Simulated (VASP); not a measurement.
## AlRu: single point with PBE

Crystal: AlRu.

```
Al Ru
1.0
     3.12326    0.00000    0.00000
     0.00000    3.12326    0.00000
     0.00000    0.00000    3.12326
Al Ru
1 1
Direct
  0.00000 0.00000 0.00000
  0.50000 0.50000 0.50000
```

This cell differs from its parent crystal: strained.

| Item | Value |
| --- | --- |
| Program | VASP 6.6.1 |
| Task | single point |
| Functional | PBE |
| Potentials or basis | VASP PAW PBE potentials, release 64 (Al, Ru_pv) |
| Cutoff | 520 eV |
| k mesh | 14 × 14 × 14 |
| Occupations | gaussian, width 0.1 eV |
| Spin | no spin polarisation |
| Dipole correction | no |
| Further INCAR settings | ALGO = Normal; EDIFF = 1e-07; NBANDS = 16 |

```yaml
Pressure: -18.4 GPa
Band_gap_on_the_k_mesh: zero (an odd number of electrons rules out a gap without spin polarisation)
```

Levels at points of the mesh, in eV from the Fermi level:
```tsv
k point	band 6	band 7	band 8	band 9	band 10	band 11	band 12	band 13
(0.00, 0.00, 0.00)	-2.92	0.14	0.14	0.14	5.48	5.48	5.48	10.23
(0.50, 0.00, 0.00)	-2.26	-1.35	-1.35	0.34	1.86	7.47	10.36	10.36
(0.50, 0.50, 0.00)	-1.26	-1.26	-0.94	-0.94	1.24	4.52	5.00	9.58
(0.50, 0.50, 0.50)	-3.95	1.31	1.31	1.80	3.87	3.87	3.87	7.40
```

It took 55 s on 1 thread of Intel Xeon 8259CL (shared host), peak memory 0.18 GiB.

Caveat: the cell differs from its parent crystal (strained); the cell stands under tension.
